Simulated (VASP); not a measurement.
# SnSe2 (P-3m1) in VASP: a series of runs

SnSe2 is run at these levels: PBE; tasks: single point, relaxation of cell and atoms.

All numbers are computed with VASP 6.6.1; they aren't measurements. Logs are shortened: lines on timing, memory, paths and dates and some standing lists are left out, and cuts for length are marked.

### 1 The cell of the first run

The structure is trigonal, space group P-3m1 (No. 164). The conventional cell has a = 3.872 Å, b = 3.872 Å, c = 6.999 Å, α = 90.00°, β = 90.00°, γ = 120.00°. Within 3.6 Å of Sn (site symmetry -3m) lie 6 Se at 2.75 Å. Se (site symmetry 3m) has 3 Sn at 2.75 Å within 3.6 Å.

### 2 Single point, PBE

INCAR reads:

```
SYSTEM = SnSe2
PREC = Accurate
ENCUT = 520
EDIFF = 1E-6
ISMEAR = 0
SIGMA = 0.01
LREAL = .False.
LASPH = .True.
NELM = 60
ALGO = Normal
ISIF = 2
LWAVE = .False.
LCHARG = .True.
GGA = PE
LELF = .True.
LVHAR = .True.
NBANDS = 20
```

KPOINTS reads:

```
Automatic mesh
0
Gamma
  12 12 6
  0 0 0
```

POSCAR reads:

```
SnSe2
1.0
    3.8717503392      0.0000000000      0.0000000000
   -1.9358751696      3.3530341509      0.0000000000
    0.0000000000      0.0000000000      6.9991630508
Sn Se
1 2
Direct
    0.0000000000      0.0000000000      0.0000000000
    0.3333333333      0.6666666667      0.2278353538
    0.6666666667      0.3333333333      0.7721646462
```

Potentials or basis: VASP PAW PBE potentials, release 64 (Sn_d, Se).

Run with:

```bash
$ cat potpaw_PBE.64/Sn_d/POTCAR potpaw_PBE.64/Se/POTCAR > POTCAR
$ mpirun -np 1 vasp_std > vasp.out
```

OUTCAR:

```text
SYSTEM = SnSe2
   PREC = Accurate
   ENCUT = 520
   EDIFF = 1E-6
   ISMEAR = 0
   LREAL = .False.
   LASPH = .True.
   NELM = 60
   ISIF = 2
   GGA = PE

 ion  position               nearest neighbor table
   1  0.000  0.000  0.000-   2 2.75   3 2.75   3 2.75   2 2.75   3 2.75   2 2.75
   2  0.333  0.667  0.228-   1 2.75   1 2.75   1 2.75
   3  0.667  0.333  0.772-   1 2.75   1 2.75   1 2.75

  LATTYP: Found a hexagonal cell.
 ALAT       =     3.8717503392
 C/A-ratio  =     1.8077516466

  Lattice vectors:

 A1 = (   3.8717503392,   0.0000000000,   0.0000000000)
 A2 = (  -1.9358751696,   3.3530341509,   0.0000000000)
 A3 = (   0.0000000000,   0.0000000000,   6.9991630508)

Analysis of symmetry for initial positions (statically):
=====================================================================
 Subroutine PRICEL returns:
 Original cell was already a primitive cell.

 Routine SETGRP: Setting up the symmetry group for a
 hexagonal supercell.

 Subroutine GETGRP returns: Found 12 space group operations
 (whereof 12 operations were pure point group operations)
 out of a pool of 24 trial point group operations.

The static configuration has the point symmetry D_3d.

Analysis of symmetry for dynamics (positions and initial velocities):
=====================================================================
 Subroutine PRICEL returns:
 Original cell was already a primitive cell.

 Routine SETGRP: Setting up the symmetry group for a
 hexagonal supercell.

 Subroutine GETGRP returns: Found 12 space group operations
 (whereof 12 operations were pure point group operations)
 out of a pool of 24 trial point group operations.

The dynamic configuration has the point symmetry D_3d.

 Subroutine INISYM returns: Found 12 space group operations
 (whereof 12 operations are pure point group operations),
 and found     1 'primitive' translations

----------------------------------------------------------------------------------------

                                     Primitive cell

  volume of cell :      90.8639

  direct lattice vectors                    reciprocal lattice vectors
     3.871750339  0.000000000  0.000000000     0.258281116  0.149118672  0.000000000
[... 78 lines left out ...]
 SYSTEM =  SnSe2
   PREC   = accura    normal or accurate (medium, high low for compatibility)
   ISTART =      0    job   : 0-new  1-cont  2-samecut
   ICHARG =      2    charge: 1-file 2-atom 10-const
   ISPIN  =      1    spin polarized calculation?
   LNONCOLLINEAR =      F non collinear calculations
   LSORBIT =      F    spin-orbit coupling
   LASPH  =      T    aspherical Exc in radial PAW
   ENCUT  =  520.0 eV  38.22 Ry    6.18 a.u.   7.20  7.20 13.01*2*pi/ulx,y,z
   NELM   =     60;   NELMIN=  2; NELMDL= -5     # of ELM steps
   EDIFF  = 0.1E-05   stopping-criterion for ELM
   LREAL  =      F    real-space projection
   EDIFFG = 0.1E-04   stopping-criterion for IOM
   NSW    =      0    number of steps for IOM
   IBRION =     -1    ionic relax: 0-MD 1-quasi-New 2-CG
   NFREE  =      0    steps in history (QN), initial steepest desc. (CG)
   ISIF   =      2    stress and relaxation
   ISYM   =      2    0-nonsym 1-usesym 2-fastsym
   POTIM  = 0.5000    time-step for ionic-motion
   TEBEG  =    0.0;   TEEND  =   0.0 temperature during run
   PSTRESS=    0.0 pullay stress
   NELECT =      26.0000    total number of electrons
   NUPDOWN=      -1.0000    fix difference up-down
   EMIN   =  10.00;   EMAX   =-10.00  energy-range for DOS
   EFERMI =   0.00;   METHOD = LEGACY
   ISMEAR =     0;   SIGMA  =   0.01  broadening in eV -4-tet -1-fermi 0-gaus
   EFERMI_NEDOS =   21; number of points for ismear=-14 and -15
   IALGO  =     38    algorithm
   IMIX   =      4    mixing-type and parameters
     AMIX     =   0.40;   BMIX     =  1.00
     AMIX_MAG =   1.60;   BMIX_MAG =  1.00
  volume/ion in A,a.u.               =      30.29       204.39
  Fermi-wavevector in a.u.,A,eV,Ry     =   1.078786  2.038611 15.834190  1.163780
  Thomas-Fermi vector in A             =   2.214734
   LORBIT       =      0    0 simple, 1 ext, 2 COOP (PROOUT), +10 PAW based schemes
   GGA     = PE    functional components
   LHFCALC =     F    Hartree Fock is set to
   AEXX    =    0.0000 exact exchange contribution
   IVDW    =     0    specifies the selected vdW correction
   LEPSILON=     F    determine dielectric tensor
   LRPA    =     F    only Hartree local field effects (RPA)
 non-spin polarized calculation
 Gauss-broadening in eV      SIGMA  =   0.01
  energy-cutoff  :      520.00
  volume of cell :       90.86
 maximum number of plane-waves:      2469
 NGX is ok and might be reduce to    30
   NGX = 15   NGY = 15   NGZ = 27

 number of electron      25.9999989 magnetization

 Free energy of the ion-electron system (eV)
  ---------------------------------------------------
  ext. energy  EPLUGINS =         0.00000000
  ---------------------------------------------------
  free energy    TOTEN  =       -11.87455931 eV

  energy without entropy =      -11.87455931  energy(sigma->0) =      -11.87455931

 E-fermi :   2.6286     XC(G=0):  -8.5838

 val. band max:        2.5338390299   @ k =   0.1667   0.0000   0.1667
 cond. band min:       3.2258896534   @ k =   0.5000   0.0000   0.5000
 fundamental gap:      0.6920506235
 Fermi energy:         2.6285961924

 k-point     1 :       0.0000    0.0000    0.0000
  band No.  band energies     occupation
      1     -18.5879      2.00000
      2     -18.5879      2.00000
      3     -18.5555      2.00000
      4     -18.5464      2.00000
      5     -18.5464      2.00000
      6     -10.8238      2.00000
[... 541 lines left out ...]
     19      10.5706      0.00000
     20      11.0691      0.00000

 [... further k-points ...]
[... 5 lines left out ...]
  --------------------------------------------------------------------------------------
  -------------------------------------------------------------------------------------
  Total        0.0261689      0.0261689      0.0362268     -0.0000000      0.0000000      0.0000000
  in kB        0.4614289      0.4614289      0.6387770     -0.0000000      0.0000000      0.0000000
  external PRESSURE =       0.5205450 kB  Pullay stress =       0.0000000 kB

 VOLUME and BASIS-vectors are now :
 -----------------------------------------------------------------------------
  energy-cutoff  :      520.00
  volume of cell :       90.86
      direct lattice vectors                 reciprocal lattice vectors
     3.871750339  0.000000000  0.000000000     0.258281116  0.149118672  0.000000000
    -1.935875170  3.353034151  0.000000000     0.000000000  0.298237344  0.000000000
     0.000000000  0.000000000  6.999163051     0.000000000  0.000000000  0.142874225

 POSITION                                       TOTAL-FORCE (eV/Angst)
 -----------------------------------------------------------------------------------
      0.00000      0.00000      0.00000        -0.000000      0.000000      0.000000
     -0.00000      2.23536      1.59466         0.000000      0.000000      0.012190
      1.93588      1.11768      5.40451        -0.000000      0.000000     -0.012190
 -----------------------------------------------------------------------------------
    total drift:                                0.000000      0.000000     -0.000000

  FREE ENERGIE OF THE ION-ELECTRON SYSTEM (eV)
  ---------------------------------------------------
  free  energy   TOTEN  =       -11.8745593122 eV

  energy  without entropy=      -11.8745593122  energy(sigma->0) =      -11.87455931
```

Run time: 2.2 min. Hardware: 1 thread of Intel Xeon 6975P-C, shared host; peak memory 0.33 GiB.

Results:

| Item | Value |
| --- | --- |
| Free energy | -11.8746 eV |
| Pressure | 0.1 GPa |
| Largest force | 0.012 eV/Å |
| Band gap on the k mesh | 0.69 eV, indirect (least direct gap 1.08 eV) |

Forces in eV/Å, atoms in the order of the input:
```
Sn   0.000  0.000  0.000
Se   0.000  0.000  0.012
Se   0.000  0.000 -0.012
```

Caveat: spin-orbit coupling is left out, which moves the levels of the heavy elements; this functional lacks dispersion, which binds the layers, so the pressure and a relaxed spacing across them are unreliable. A k mesh can miss the band edges.

(Continued in part 2 of 2.)
